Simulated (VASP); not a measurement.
A run of VASP 6.6.1:

INCAR

```
SYSTEM = H15NO6
PREC     = Accurate       ! precision mode
ENCUT    = 1000           ! plane-wave cutoff, eV
EDIFF    = 1E-6           ! SCF threshold, eV
ISMEAR   = -1             ! smearing method
SIGMA    = 0.02           ! smearing width, eV
LREAL    = Auto         
LASPH    = .TRUE.         ! aspherical terms in the spheres
NELM     = 120            ! most SCF steps
ALGO     = Normal         ! electronic algorithm
ISIF     = 2              ! what is computed and relaxed
LWAVE    = .FALSE.        ! write WAVECAR
LCHARG   = .FALSE.        ! write CHGCAR
GGA      = PE             ! functional
IVDW     = 12             ! dispersion correction
NBANDS   = 45             ! bands
GGA_COMPAT= .FALSE.
```

File KPOINTS:

```
Automatic mesh
0
G
  1 1 1
  0 0 0
```

File POSCAR:

```
H15NO6
1.0
    6.2222230000      0.0000000000      0.0000000000
    0.0000000000      6.2222230000      0.0000000000
    0.0000000000      0.0000000000      6.2222230000
O H N
6 15 1
Direct
    0.3008550797      0.7487318907      0.7266509836
    0.4967203597      0.1384748211      0.6792501453
    0.8733685989      0.5479846048      0.4864965465
    0.2971291800      0.4198806425      0.4004609243
    0.4929319000      0.4409899639      1.0107021389
    0.8753685507      0.8702368664      0.8079059609
    0.1500149374      0.7897149479      0.7547368111
    0.2982412297      0.6518176712      0.6009426105
    0.4107544162      0.2284409480      0.5784107010
    0.4153872271      0.0013574831      0.6979841882
    0.7907984546      0.6572314831      0.3941321277
    0.7748447178      0.4282749096      0.5039327936
    0.3580196523      0.4217257547      0.2512996816
    0.1401554681      0.4392970268      0.3907051735
    0.4975223261      0.3153865332      0.9113091157
    0.4248682468      0.5528773284      0.9213995146
    0.7847899579      0.9843224854      0.7492031711
    0.8373127049      0.7437500469      0.7198073005
    0.5496327444      0.7895021398      0.1720873198
    0.5686095573      0.9492384608      0.3846327550
    0.7473505580      0.9596289147      0.1899729441
    0.6542708326      0.8571177768      0.2785142926
```

Potentials or basis: VASP PAW PBE potentials, release 64 (O_h, H_h, N_h).

Launch:

```bash
$ cat potpaw_PBE.64/O_h/POTCAR potpaw_PBE.64/H_h/POTCAR potpaw_PBE.64/N_h/POTCAR > POTCAR
$ mpirun -np 1 vasp_gam > vasp.out
```

Hardware: 1 thread of Intel(R) Xeon(R) Platinum 8375C CPU @ 2.90GHz (Ice Lake) (shared host).

Q: How long does it take, and how much memory?

A: Run time: 47 s on 1 thread of Intel(R) Xeon(R) Platinum 8375C CPU @ 2.90GHz (Ice Lake), with other jobs on the host, peak memory 0.52 GiB. Counts: scf iterations 16, k points 1.
